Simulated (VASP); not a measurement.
# Al9O in VASP: further runs, part 2 of 2

VASP 6.6.1.

### Step 4. Single point, PBE

INCAR

```
PREC = Accurate
ENCUT = 520
EDIFF = 1E-6
ISMEAR = 0
SIGMA = 0.1
LREAL = False
LASPH = True
NELM = 80
ALGO = Normal
ISIF = 2
LWAVE = False
LCHARG = False
LDIPOL = True
IDIPOL = 3
DIPOL = 0.5 0.5 0.422
GGA = PE
NBANDS = 28
```

KPOINTS

```
regular mesh
0
Gamma
  9 9 1
```

POSCAR

```
Al9O
1.0
    2.8535431555      0.0000000000      0.0000000000
   -1.4267715777      2.4712408634      0.0000000000
    0.0000000000      0.0000000000     34.2605579378
Al O
9 1
Direct
    0.3333333333      0.6666666667      0.1167523310
    0.0000000000      0.0000000000      0.1852090283
    0.6666666667      0.3333333334      0.2536657256
    0.0000000000      0.0000000000      0.3221224229
    0.3333333333      0.6666666667      0.3899858424
    0.0000000000      0.0000000000      0.4578168570
    0.6666666667      0.3333333334      0.5268325032
    0.0000000000      0.0000000000      0.5950901729
    0.3333333333      0.6666666667      0.6643370484
    0.6666666667      0.8333333334      0.7050262900
```

Potentials or basis: VASP PAW PBE potentials, release 64 (Al, O).

On the command line:

```
cat potpaw_PBE.64/Al/POTCAR potpaw_PBE.64/O/POTCAR > POTCAR
mpirun -np 1 vasp_std > vasp.out
```

OUTCAR:

```text
PREC = Accurate
   ENCUT = 520
   EDIFF = 1E-6
   ISMEAR = 0
   LREAL = False
   LASPH = True
   NELM = 80
   ISIF = 2
   GGA = PE

 ion  position               nearest neighbor table
   1  0.333  0.667  0.117-   2 2.87   2 2.87   2 2.87
   2  0.000  0.000  0.185-   3 2.87   1 2.87   1 2.87   3 2.87   3 2.87   1 2.87
   3  0.667  0.333  0.254-   2 2.87   4 2.87   2 2.87   4 2.87   2 2.87   4 2.87
   4  0.000  0.000  0.322-   5 2.85   5 2.85   5 2.85   3 2.87   3 2.87   3 2.87
   5  0.333  0.667  0.390-   6 2.85   6 2.85   6 2.85   4 2.85   4 2.85   4 2.85
   6  0.000  0.000  0.458-   5 2.85   5 2.85   5 2.85   7 2.88   7 2.88   7 2.88
   7  0.667  0.333  0.527-   8 2.86   8 2.86   8 2.86   6 2.88   6 2.88   6 2.88
   8  0.000  0.000  0.595-   7 2.86   7 2.86   7 2.86   9 2.89   9 2.89   9 2.89
   9  0.333  0.667  0.664-  10 1.62  10 2.59  10 2.59   8 2.89   8 2.89   8 2.89
  10  0.667  0.833  0.705-   9 1.62   9 2.59   9 2.59

  LATTYP: Found a hexagonal cell.
 ALAT       =     2.8535431555
 C/A-ratio  =    12.0063219902

  Lattice vectors:

 A1 = (   2.8535431555,   0.0000000000,   0.0000000000)
 A2 = (  -1.4267715777,   2.4712408634,   0.0000000000)
 A3 = (   0.0000000000,   0.0000000000,  34.2605579378)

[... 948 lines left out ...]

 vacuum level on the upper side and lower side of the slab       (xc-potential included)         2.078        -3.135

  FORCE on cell =-STRESS in cart. coord.  units (eV):
  Direction    XX          YY          ZZ          XY          YZ          ZX
  --------------------------------------------------------------------------------------
  -------------------------------------------------------------------------------------
  Total        1.3060189      0.7288062      0.2107829      0.4998809      2.0826813      3.6073098
  in kB        8.6609613      4.8331320      1.3978227      3.3149974     13.8114554     23.9221425
  external PRESSURE =       4.9639720 kB  Pullay stress =       0.0000000 kB

 VOLUME and BASIS-vectors are now :
 -----------------------------------------------------------------------------
  energy-cutoff  :      520.00
  volume of cell :      241.60
      direct lattice vectors                 reciprocal lattice vectors
     2.853543156  0.000000000  0.000000000     0.350441520  0.202327506  0.000000000
    -1.426771578  2.471240863  0.000000000     0.000000000  0.404655012  0.000000000
     0.000000000  0.000000000 34.260557938     0.000000000  0.000000000  0.029188083

 POSITION                                       TOTAL-FORCE (eV/Angst)
 -----------------------------------------------------------------------------------
     -0.00000      1.64749      4.00000        -0.000709     -0.000409     -0.059762
      0.00000      0.00000      6.34536        -0.001906     -0.001100      0.038254
      1.42677      0.82375      8.69073         0.002774      0.001602     -0.034860
      0.00000      0.00000     11.03609        -0.007116     -0.004108      0.011237
     -0.00000      1.64749     13.36113         0.010076      0.005818      0.013096
      0.00000      0.00000     15.68506        -0.006019     -0.003475      0.158447
      1.42677      0.82375     18.04958        -0.005938     -0.003428     -0.222716
      0.00000      0.00000     20.38812         0.088151      0.050894      0.254122
     -0.00000      1.64749     22.76056        -2.768925     -1.598640     -0.262511
      0.71339      2.05937     24.15459         2.689612      1.552848      0.104693
 -----------------------------------------------------------------------------------
    total drift:                               -0.000458     -0.000265      0.002109

  FREE ENERGIE OF THE ION-ELECTRON SYSTEM (eV)
  ---------------------------------------------------
  free  energy   TOTEN  =       -38.8953103980 eV

  energy  without entropy=      -38.8643061876  energy(sigma->0) =      -38.87980829

 vacuum level on the upper side and lower side of the slab        11.336         6.001
```

Wall time 7.5 min (1 thread of Intel Xeon Platinum 8488C (Sapphire Rapids), shared host); peak memory 0.42 GiB.

Results:

```
Free energy            : -38.8953 eV
Largest force          : 3.208 eV/Å
Band gap on the k mesh : zero (an odd number of electrons rules out a gap without spin polarisation)
```

Forces on the atoms (eV/Å):
```
Al  -0.001  0.000 -0.060
Al  -0.002 -0.001  0.038
Al   0.003  0.002 -0.035
Al  -0.007 -0.004  0.011
Al   0.010  0.006  0.013
Al  -0.006 -0.003  0.158
Al  -0.006 -0.003 -0.223
Al   0.088  0.051  0.254
Al  -2.769 -1.599 -0.263
O    2.690  1.553  0.105
```

Caveat: an odd number of electrons without spin polarisation forces a metal; a magnetic or distorted state may lie lower.

### Step 5. Relaxation of the atoms, PBE

INCAR

```
SYSTEM = Al9O
  ALGO = Fast
  DIPOL = 0.5 0.5 0.422
  EDIFF = 1E-6
  EDIFFG = -0.025
  ENCUT = 520
  GGA = PE
  IBRION = 2
  IDIPOL = 3
  ISIF = 2
  ISMEAR = 0
  LASPH = .TRUE.
  LCHARG = .FALSE.
  LDIPOL = .TRUE.
  LREAL = .FALSE.
  LWAVE = .FALSE.
  NELM = 100
  NSW = 36
  PREC = Accurate
  SIGMA = 0.1
```

KPOINTS

```
k-points
0
G
  9 9 1
  0 0 0
```

POSCAR

```
Al9O
1.0
    2.8535431553      0.0000000000      0.0000000000
   -1.4267715777      2.4712408633      0.0000000000
    0.0000000000      0.0000000000     34.2605581409
Al O
9 1
Selective dynamics
Direct
    0.3333333333      0.6666666667      0.1167523303  F F F
    0.0000000000      0.0000000000      0.1852090272  F F F
    0.6666666667      0.3333333333      0.2536657241  F F F
    0.0000000000      0.0000000000      0.3221224210  F F F
    0.3333333333      0.6666666667      0.3899858410  F F F
    0.0000000000      0.0000000000      0.4578168561  F F F
    0.6666666667      0.3333333333      0.5268325031  F F F
    0.0000000000      0.0000000000      0.5950901736  F F F
    0.3333333333      0.6666666667      0.6643370504  F F F
    0.6666666667      0.8333333333      0.7035663920  F F T
```

Potentials or basis: VASP PAW PBE potentials, release 64 (Al, O).

On the command line:

```
cat potpaw_PBE.64/Al/POTCAR potpaw_PBE.64/O/POTCAR > POTCAR
mpirun -np 1 vasp_std > vasp.out
```

OUTCAR:

```text
SYSTEM = Al9O
   EDIFF = 1E-6
   EDIFFG = -0.025
   ENCUT = 520
   GGA = PE
   IBRION = 2
   ISIF = 2
   ISMEAR = 0
   LASPH = .TRUE.
   LREAL = .FALSE.
   NELM = 100
   NSW = 36
   PREC = Accurate

 ion  position               nearest neighbor table
   1  0.333  0.667  0.117-   2 2.87   2 2.87   2 2.87
   2  0.000  0.000  0.185-   1 2.87   3 2.87   3 2.87   1 2.87   3 2.87   1 2.87
   3  0.667  0.333  0.254-   2 2.87   4 2.87   2 2.87   4 2.87   2 2.87   4 2.87
   4  0.000  0.000  0.322-   5 2.85   5 2.85   5 2.85   3 2.87   3 2.87   3 2.87
   5  0.333  0.667  0.390-   6 2.85   6 2.85   6 2.85   4 2.85   4 2.85   4 2.85
   6  0.000  0.000  0.458-   5 2.85   5 2.85   5 2.85   7 2.88   7 2.88   7 2.88
   7  0.667  0.333  0.527-   8 2.86   8 2.86   8 2.86   6 2.88   6 2.88   6 2.88
   8  0.000  0.000  0.595-   7 2.86   7 2.86   7 2.86   9 2.89   9 2.89   9 2.89
[... 323 lines left out ...]
 val. band max:        2.3648996737   @ k =   0.3333   0.1111   0.0000
 cond. band min:       2.3966610095   @ k =   0.4444   0.3333   0.0000
 fundamental gap:      0.0317613358
 Fermi energy:         2.3943234441

 k-point     1 :       0.0000    0.0000    0.0000
  band No.  band energies     occupation
      1     -14.8611      2.00000
      2      -8.6699      2.00000
      3      -8.3949      2.00000
      4      -8.0170      2.00000
      5      -7.4234      2.00000
      6      -6.6869      2.00000
[... 589 lines left out ...]
     21       2.7351      0.00000
     22       3.0779      0.00000

 [... further k-points ...]

------------------------ aborting loop because EDIFF is reached ----------------------------------------

 vacuum level on the upper side and lower side of the slab       (xc-potential included)         2.495        -2.801

  FORCE on cell =-STRESS in cart. coord.  units (eV):
  Direction    XX          YY          ZZ          XY          YZ          ZX
  --------------------------------------------------------------------------------------
  -------------------------------------------------------------------------------------
  Total        1.3045671      0.7539705      0.0482764      0.4768307      2.0345115      3.5238773
  in kB        8.6513334      5.0000110      0.3201482      3.1621380     13.4920138     23.3688534
  external PRESSURE =       4.6571642 kB  Pullay stress =       0.0000000 kB
[... 25 lines left out ...]
  FREE ENERGIE OF THE ION-ELECTRON SYSTEM (eV)
  ---------------------------------------------------
  free  energy   TOTEN  =       -38.8955103005 eV

  energy  without entropy=      -38.8644812529  energy(sigma->0) =      -38.87999578

 reached required accuracy - stopping structural energy minimisation

 vacuum level on the upper side and lower side of the slab        11.681         6.297
```

CONTCAR:

```text
Al9O
   1.00000000000000
     2.8535431553000001    0.0000000000000000    0.0000000000000000
    -1.4267715777000001    2.4712408632999998    0.0000000000000000
     0.0000000000000000    0.0000000000000000   34.2605581409000024
  Al              O
     9     1
Selective dynamics
Direct
     0.3333333332999970    0.6666666667000030    0.1167523303000024   F   F   F
     0.0000000000000000    0.0000000000000000    0.1852090272000027   F   F   F
     0.6666666667000030    0.3333333332999970    0.2536657241000029   F   F   F
     0.0000000000000000    0.0000000000000000    0.3221224210000031   F   F   F
     0.3333333332999970    0.6666666667000030    0.3899858409999979   F   F   F
     0.0000000000000000    0.0000000000000000    0.4578168561000027   F   F   F
     0.6666666667000030    0.3333333332999970    0.5268325031000032   F   F   F
     0.0000000000000000    0.0000000000000000    0.5950901735999992   F   F   F
     0.3333333332999970    0.6666666667000030    0.6643370504000004   F   F   F
     0.6666666667000030    0.8333333332999970    0.7051345865763597   F   F   T

  0.00000000E+00  0.00000000E+00  0.00000000E+00
  0.00000000E+00  0.00000000E+00  0.00000000E+00
  0.00000000E+00  0.00000000E+00  0.00000000E+00
  0.00000000E+00  0.00000000E+00  0.00000000E+00
  0.00000000E+00  0.00000000E+00  0.00000000E+00
  0.00000000E+00  0.00000000E+00  0.00000000E+00
  0.00000000E+00  0.00000000E+00  0.00000000E+00
  0.00000000E+00  0.00000000E+00  0.00000000E+00
  0.00000000E+00  0.00000000E+00  0.00000000E+00
  0.00000000E+00  0.00000000E+00  0.00000000E+00
```

Wall time 18 min (1 thread of Oxide Virtual Turin-like, shared host); peak memory 0.41 GiB.

What came out:

```
Free energy               : -38.8955 eV
Energy gained by relaxing : 3.8 meV/atom
Ionic steps               : 3
```

Step by step:
```tsv
step	energy change (eV)	largest force on free atoms (eV/Å)	pressure (GPa)
1	0.0000	1.4905	1.14
2	-0.0345	0.4210	0.25
3	-0.0384	0.0009	0.47
```

Final structure:
```yaml
crystal:
  lattice:
    - [2.85354, 0.00000, 0.00000]
    - [-1.42677, 2.47124, 0.00000]
    - [0.00000, 0.00000, 34.26056]
  atoms:
    - { symbol: Al, position: [0.33333, 0.66667, 0.11675] }
    - { symbol: Al, position: [0.00000, 0.00000, 0.18521] }
    - { symbol: Al, position: [0.66667, 0.33333, 0.25367] }
    - { symbol: Al, position: [0.00000, 0.00000, 0.32212] }
    - { symbol: Al, position: [0.33333, 0.66667, 0.38999] }
    - { symbol: Al, position: [0.00000, 0.00000, 0.45782] }
    - { symbol: Al, position: [0.66667, 0.33333, 0.52683] }
    - { symbol: Al, position: [0.00000, 0.00000, 0.59509] }
    - { symbol: Al, position: [0.33333, 0.66667, 0.66434] }
    - { symbol: O, position: [0.66667, 0.83333, 0.70513] }
```

Levels at points of the mesh, in eV from the Fermi level:
```tsv
k point	band 12	band 13	band 14	band 15	band 16	band 17	band 18	band 19	band 20	band 21
(0.00, 0.00, 0.00)	-2.42	-1.24	-0.16	0.25	0.35	1.66	3.06	4.14	5.25	6.46
```

Caveat: the highest band is partly filled, so the run has too few bands.

### Step 6. Relaxation of the atoms, PBE

INCAR

```
ALGO = Fast
DIPOL = 0.5 0.5 0.420
EDIFF = 1E-6
EDIFFG = -0.025
ENCUT = 520
GGA = PE
IBRION = 2
IDIPOL = 3
ISIF = 2
ISMEAR = 0
LASPH = True
LCHARG = False
LDIPOL = True
LREAL = False
LWAVE = False
NELM = 60
NSW = 36
PREC = Accurate
SIGMA = 0.1
```

KPOINTS

```
k-points
0
Gamma
  9 9 1
```

Edit POSCAR of step 5 so:

```diff
@@ -18,2 +18,2 @@
     0.3333333333      0.6666666667      0.6643370504  F F F
-    0.6666666667      0.8333333333      0.7035663920  F F T
+    0.3333333333      1.1666666667      0.6901398741  F F T
```

Potentials or basis: VASP PAW PBE potentials, release 64 (Al, O).

On the command line:

```
cat potpaw_PBE.64/Al/POTCAR potpaw_PBE.64/O/POTCAR > POTCAR
mpirun -np 1 vasp_std > vasp.out
```

It took 11 min on 1 thread of Oxide Virtual Turin-like, shared host; peak memory 0.39 GiB.

It converged, with:

```
Free energy               : -41.4124 eV
Energy gained by relaxing : 0.5 meV/atom
Ionic steps               : 2
```

Step by step:
```
step  energy change (eV)  largest force on free atoms (eV/Å)  pressure (GPa)
   1              0.0000                              0.4589            1.49
   2             -0.0053                              0.0235            1.25
```

Final structure:
```cif
data_structure
_symmetry_space_group_name_H-M 'P 1'
_symmetry_Int_Tables_number 1
_cell_length_a 2.8535
_cell_length_b 2.8535
_cell_length_c 34.2606
_cell_angle_alpha 90.000
_cell_angle_beta 90.000
_cell_angle_gamma 120.000
_cell_volume 241.60
loop_
_atom_site_label
_atom_site_type_symbol
_atom_site_fract_x
_atom_site_fract_y
_atom_site_fract_z
_atom_site_occupancy
Al1 Al 0.33333 0.66667 0.11675 1
Al2 Al 0.00000 0.00000 0.18521 1
Al3 Al 0.66667 0.33333 0.25367 1
Al4 Al 0.00000 0.00000 0.32212 1
Al5 Al 0.33333 0.66667 0.38999 1
Al6 Al 0.00000 0.00000 0.45782 1
Al7 Al 0.66667 0.33333 0.52683 1
Al8 Al 0.00000 0.00000 0.59509 1
Al9 Al 0.33333 0.66667 0.66434 1
O1 O 0.33333 0.16667 0.69079 1
```

Levels at points of the mesh, in eV from the Fermi level:
```
           k point  band 13  band 14  band 15  band 16  band 17  band 18  band 19  band 20
(0.00, 0.00, 0.00)    -2.60    -1.82    -1.20     0.33     1.85     3.22     4.20     5.22
```

Caveat: the highest band is partly filled, so the run has too few bands.

### Step 7. Overview

| task | cell | atoms held fixed (from 0) | gap on the mesh (eV) | largest force (eV/Å) |
| --- | --- | --- | --- | --- |
| single point | a = 2.854, b = 2.854, c = 34.261 Å, angles 90.0, 90.0, 120.0°, 10 atoms, atomic positions A | - | none | 0.15 |
| single point | a = 2.854, b = 2.854, c = 34.261 Å, angles 90.0, 90.0, 120.0°, 10 atoms, atomic positions B | - | none | 3.17 |
| single point | a = 2.854, b = 2.854, c = 34.261 Å, angles 90.0, 90.0, 120.0°, 10 atoms, atomic positions C | - | none | 3.21 |
| relaxation of the atoms | atoms relaxed from a = 2.854, b = 2.854, c = 34.261 Å, angles 90.0, 90.0, 120.0°, 10 atoms, atomic positions D | [0, 1, 2, 3, 4, 5, 6, 7, 8, 9] | - | - |
| relaxation of the atoms | atoms relaxed from a = 2.854, b = 2.854, c = 34.261 Å, angles 90.0, 90.0, 120.0°, 10 atoms, atomic positions E | [0, 1, 2, 3, 4, 5, 6, 7, 8, 9] | - | - |

Alike in all rows: level PBE; potentials or basis VASP PAW PBE potentials, release 64 (Al, O); no spin polarisation; k mesh 9 × 9 × 1; cutoff (eV) 520; smearing gaussian 0.1 eV.

Caveats: an odd number of electrons without spin polarisation forces a metal (at least some runs); a magnetic or distorted state may lie lower (at least some runs); the highest band is partly filled, so the run has too few bands (at least some runs).

Absolute energies hang on the potentials; compare differences alone.
